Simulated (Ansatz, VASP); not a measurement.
# One calculation of TiN, two programs

```
Ti N
1.0
     0.00000    2.07905    2.07905
     2.07905    0.00000    2.07905
     2.07905    2.07905    0.00000
Ti N
1 1
Direct
  0.00000 0.00000 0.00000
  0.50000 0.50000 0.50000
```

Change from the starting cell: volume scaled by 0.9405, PAW files.

Alike in both runs: task electric field gradients; functional PBE; k mesh 13 × 13 × 13; occupations fermi-dirac, width 0.05 eV; no spin polarisation.

|  | VASP | Ansatz |
| --- | --- | --- |
| version | VASP 6.6.1 | Ansatz 0.2.0 |
| potentials or method | VASP PAW PBE potentials, release 64 (Ti_sv, N) | PAW with Ansatz's default frozen-core files, scalar-relativistic |
| plane-wave cutoff (eV) | 520 | 420 |
| valence electrons in the cell | 17 | 17 |

Ansatz gave:

* pressure (GPa): 20.1

**Question.** Which values does VASP return?

**Answer.** Pressure (GPa): 20.6.
